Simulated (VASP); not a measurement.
# As (Cmce) in VASP: relaxation of cell and atoms with PBEsol

Aim: the relaxation of cell and atoms of As with PBEsol.

All numbers are computed with VASP 6.6.1; they aren't measurements. Logs are shortened: lines on timing, memory, paths and dates and some standing lists are left out, and cuts for length are marked.

### 1 The cell of the first run

It takes space group Cmce (No. 64, orthorhombic). The conventional cell has a = 3.729 Å, b = 10.875 Å, c = 4.274 Å, α = 90.00°, β = 90.00°, γ = 90.00°. As (site symmetry m) has 5 As at 2.48 to 3.21 Å within 3.3 Å.

### 2 Relaxation of cell and atoms, PBEsol

The input, INCAR:

```
ALGO = Normal ; EDIFF = 1E-6
EDIFFG = -0.01 ; ENCUT = 600
GGA = PS ; IBRION = 2
ISIF = 3 ; ISMEAR = 0
LASPH = True ; LCHARG = False
LREAL = False ; LWAVE = False
NELM = 80 ; NSW = 80
PREC = Accurate ; SIGMA = 0.1
```

The input, KPOINTS:

```
k-points
0
Gamma
  12 12 10
```

The input, POSCAR:

```
As
1.0
    1.8644125754     -5.4372815703      0.0000000000
    1.8644125754      5.4372815703      0.0000000000
    0.0000000000      0.0000000000      4.2742327557
As
4
Direct
    0.1120721584      0.8879278416      0.9448952019
    0.6120721584      0.3879278416      0.5551047981
    0.8879278416      0.1120721584      0.0551047981
    0.3879278416      0.6120721584      0.4448952019
```

Potentials or basis: VASP PAW PBE potentials, release 64 (As).

Started as:

```bash
$ cat potpaw_PBE.64/As/POTCAR > POTCAR
$ mpirun -np 1 vasp_std > vasp.out
```

OUTCAR:

```text
EDIFF = 1E-6
   EDIFFG = -0.01
   ENCUT = 600
   GGA = PS
   IBRION = 2
   ISIF = 3
   ISMEAR = 0
   LASPH = True
   LREAL = False
   NELM = 80
   NSW = 80
   PREC = Accurate

 ion  position               nearest neighbor table
   1  0.112  0.888  0.945-   3 2.48   2 2.50   2 2.50
   2  0.612  0.388  0.555-   4 2.48   1 2.50   1 2.50
   3  0.888  0.112  0.055-   1 2.48   4 2.50   4 2.50
   4  0.388  0.612  0.445-   2 2.48   3 2.50   3 2.50

  LATTYP: Found a base centered orthorhombic cell.
 ALAT       =     3.7288251508
 B/A-ratio  =     2.9163510491
 C/A-ratio  =     1.1462679484

  Lattice vectors:

 A1 = (   1.8644125754,  -5.4372815703,   0.0000000000)
 A2 = (   1.8644125754,   5.4372815703,   0.0000000000)
 A3 = (   0.0000000000,   0.0000000000,   4.2742327557)

Analysis of symmetry for initial positions (statically):
=====================================================================
 Subroutine PRICEL returns:
 Original cell was already a primitive cell.

 Routine SETGRP: Setting up the symmetry group for a
 base centered orthorhombic supercell.

 Subroutine GETGRP returns: Found  8 space group operations
 (whereof  4 operations were pure point group operations)
 out of a pool of  8 trial point group operations.

The static configuration has the point symmetry C_2h.
 The point group associated with its full space group is D_2h.

Analysis of symmetry for dynamics (positions and initial velocities):
=====================================================================
 Subroutine PRICEL returns:
 Original cell was already a primitive cell.

 Routine SETGRP: Setting up the symmetry group for a
 base centered orthorhombic supercell.

 Subroutine GETGRP returns: Found  8 space group operations
 (whereof  4 operations were pure point group operations)
 out of a pool of  8 trial point group operations.

The dynamic configuration has the point symmetry C_2h.
 The point group associated with its full space group is D_2h.

 Subroutine INISYM returns: Found  8 space group operations
 (whereof  4 operations are pure point group operations),
 and found     1 'primitive' translations

----------------------------------------------------------------------------------------

                                     Primitive cell

[... 107 lines left out ...]
   EMIN   =  10.00;   EMAX   =-10.00  energy-range for DOS
   EFERMI =   0.00;   METHOD = LEGACY
   ISMEAR =     0;   SIGMA  =   0.10  broadening in eV -4-tet -1-fermi 0-gaus
   EFERMI_NEDOS =   21; number of points for ismear=-14 and -15
   IALGO  =     38    algorithm
   IMIX   =      4    mixing-type and parameters
     AMIX     =   0.40;   BMIX     =  1.00
     AMIX_MAG =   1.60;   BMIX_MAG =  1.00
  volume/ion in A,a.u.               =      21.66       146.20
  Fermi-wavevector in a.u.,A,eV,Ry     =   1.004186  1.897636 13.719972  1.008390
  Thomas-Fermi vector in A             =   2.136786
   LORBIT       =      0    0 simple, 1 ext, 2 COOP (PROOUT), +10 PAW based schemes
   GGA     = PS    functional components
   LHFCALC =     F    Hartree Fock is set to
   AEXX    =    0.0000 exact exchange contribution
   IVDW    =     0    specifies the selected vdW correction
   LEPSILON=     F    determine dielectric tensor
   LRPA    =     F    only Hartree local field effects (RPA)
 conjugate gradient relaxation of ions
 non-spin polarized calculation
 Gauss-broadening in eV      SIGMA  =   0.10
  energy-cutoff  :      600.00
  volume of cell :       86.66
 maximum number of plane-waves:      2927
 NGX is ok and might be reduce to    48
   NGX = 23   NGY = 23   NGZ = 17

--------------------------------------- Ionic step        1  -------------------------------------------

 number of electron      19.9999999 magnetization

 Free energy of the ion-electron system (eV)
  ---------------------------------------------------
  ext. energy  EPLUGINS =         0.00000000
  ---------------------------------------------------
  free energy    TOTEN  =       -20.25300264 eV

  energy without entropy =      -20.25159171  energy(sigma->0) =      -20.25229718

------------------------ aborting loop because EDIFF is reached ----------------------------------------

  FORCE on cell =-STRESS in cart. coord.  units (eV):
  Direction    XX          YY          ZZ          XY          YZ          ZX
  --------------------------------------------------------------------------------------
  -------------------------------------------------------------------------------------
  Total        0.3128179      0.1685439      0.3226531      0.0000000      0.0000000      0.0000000
  in kB        5.7834928      3.1161015      5.9653299      0.0000000      0.0000000      0.0000000
  external PRESSURE =       4.9549748 kB  Pullay stress =       0.0000000 kB
[... 101 lines left out ...]
--------------------------------------- Ionic step        4  -------------------------------------------

 number of electron      20.0000000 magnetization

 Free energy of the ion-electron system (eV)
  ---------------------------------------------------
  ext. energy  EPLUGINS =         0.00000000
  ---------------------------------------------------
  free energy    TOTEN  =       -20.25392662 eV

  energy without entropy =      -20.25255000  energy(sigma->0) =      -20.25323831

 E-fermi :   4.9080     XC(G=0): -10.0595

 val. band max:        4.8888413369   @ k =  -0.4167   0.4167   0.0000
 cond. band min:       4.9104322882   @ k =   0.5000   0.4167   0.1000
 fundamental gap:      0.0215909514
 Fermi energy:         4.9080298042

 k-point     1 :       0.0000    0.0000    0.0000
  band No.  band energies     occupation
      1      -9.8932      2.00000
      2      -6.9616      2.00000
      3      -4.2004      2.00000
      4      -1.2794      2.00000
      5      -0.9618      2.00000
      6       0.6644      2.00000
      7       1.5907      2.00000
      8       2.6750      2.00000
      9       2.8901      2.00000
     10       4.0811      2.00000
     11       6.8394      0.00000
     12       7.2958      0.00000
     13       7.3914      0.00000
     14       8.5414      0.00000
[... 377 lines left out ...]
      1      -9.0801      2.00000
      2      -6.9441      2.00000
      3      -5.2638      2.00000
      4      -2.5616      2.00000
      5       0.2487      2.00000
      6       1.0076      2.00000
      7       1.6252      2.00000
      8       2.5073      2.00000
      9       2.9008      2.00000
     10       4.1042      2.00000
     11       5.7694      0.00000
     12       6.7991      0.00000
     13       7.1337      0.00000
     14       8.2665      0.00000

 [... further k-points ...]
[... 5 lines left out ...]
  --------------------------------------------------------------------------------------
  -------------------------------------------------------------------------------------
  Total        0.0103523     -0.0395123      0.0274453      0.0000000     -0.0000000      0.0000000
  in kB        0.1903686     -0.7265908      0.5046902      0.0000000     -0.0000000      0.0000000
  external PRESSURE =      -0.0105106 kB  Pullay stress =       0.0000000 kB
[... 19 lines left out ...]
  FREE ENERGIE OF THE ION-ELECTRON SYSTEM (eV)
  ---------------------------------------------------
  free  energy   TOTEN  =       -20.2539266161 eV

  energy  without entropy=      -20.2525500010  energy(sigma->0) =      -20.25323831

 reached required accuracy - stopping structural energy minimisation
```

OSZICAR:

```text
N       E                     dE             d eps       ncg     rms          rms(c)
DAV:   1     0.777548180946E+02    0.77755E+02   -0.87343E+03  7224   0.134E+03
[... 21 lines left out ...]
DAV:   3    -0.202539269349E+02    0.18135E-03   -0.46907E-04  7962   0.115E-01    0.125E-02
DAV:   4    -0.202539269346E+02    0.31412E-09   -0.12297E-05  9282   0.220E-02    0.943E-03
DAV:   5    -0.202539265385E+02    0.39607E-06   -0.71306E-07  4962   0.592E-03
   3 F= -.20253927E+02 E0= -.20253238E+02  d E =-.923896E-03
       N       E                     dE             d eps       ncg     rms          rms(c)
DAV:   1    -0.202539269492E+02   -0.14656E-07   -0.12226E-05  8070   0.205E-02    0.332E-03
DAV:   2    -0.202539266161E+02    0.33317E-06   -0.57932E-07  4002   0.481E-03
   4 F= -.20253927E+02 E0= -.20253238E+02  d E =-.923974E-03
```

It took 6.1 min on 1 thread of AMD EPYC 9R45 (Zen 5), shared host; peak memory 0.49 GiB.

Results:

* Free energy: -20.2539 eV
* Relaxed volume: 21.78 Å³/atom
* Relaxed cell: a = 5.755 Å, b = 5.755 Å, c = 4.283 Å, α = 90.00°, β = 90.00°, γ = 142.11°
* Space group after relaxing (to 0.1 Å): Cmce (No. 64)
* Energy gained by relaxing: 0.2 meV/atom
* Ionic steps: 4
* Pressure after relaxing: 0.0 GPa
* Largest force after relaxing: 0.004 eV/Å
* Band gap on the k mesh: zero (bands 10 and 11 overlap by 0.46 eV)

Forces on the atoms (eV/Å):
```
As   0.000  0.002 -0.003
As   0.000  0.002  0.003
As   0.000 -0.002  0.003
As   0.000 -0.002 -0.003
```

Step by step:
```tsv
step	energy change (eV)	largest force (eV/Å)	pressure (GPa)	volume (Å³)
1	0.0000	0.0589	0.50	86.66
2	-0.0003	0.0524	-0.40	87.50
3	-0.0009	0.0022	0.00	87.12
4	-0.0009	0.0036	0.00	87.13
```

Final structure:
```
CELL_PARAMETERS angstrom
1.86833 -5.44343 0.00000
1.86833 5.44343 0.00000
0.00000 0.00000 4.28349
ATOMIC_POSITIONS crystal
As 0.11215 0.88785 0.94520
As 0.61215 0.38785 0.55480
As 0.88785 0.11215 0.05480
As 0.38785 0.61215 0.44520
```

Caveat: the PAW data sets were made with another functional, which shifts forces and pressure a little.

The gap in the log of VASP goes by the Fermi energy; the results here count the filled bands.